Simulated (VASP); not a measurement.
W:

```
CELL_PARAMETERS angstrom
2.84664 0.00000 0.00000
0.00000 4.92788 0.00000
0.00000 0.00000 4.98849
ATOMIC_POSITIONS crystal
W 0.79317 0.93684 0.75000
W 0.20683 0.43684 0.75000
W 0.20683 0.06316 0.25000
W 0.79317 0.56316 0.25000
```

Base run:

| Item | Value |
| --- | --- |
| Program | VASP 6.6.1 |
| Functional | LDA |
| Potentials or basis | VASP PAW LDA potentials, release 64 (W_sv) |
| Cutoff | 520 eV |
| k mesh | 9 × 6 × 6 |
| Occupations | fermi-dirac, width 0.05 eV |
| Spin | no spin polarisation |

Its results: band gap on the k mesh zero (bands 28 and 29 overlap by 1.19 eV); pressure -23.2 GPa; largest force 0.232 eV/Å.

Q: The run is repeated on the same cell with these changes: functional from LDA to PBE; potentials or basis from VASP PAW LDA potentials, release 64 (W_sv) to VASP PAW PBE potentials, release 64 (W_sv). What comes out?

A: Band gap on the k mesh zero (bands 28 and 29 overlap by 1.15 eV); pressure -12.1 GPa; largest force 0.105 eV/Å.

Caveats: the cell stands under tension; spin-orbit coupling is left out, which moves the levels of the heavy elements.
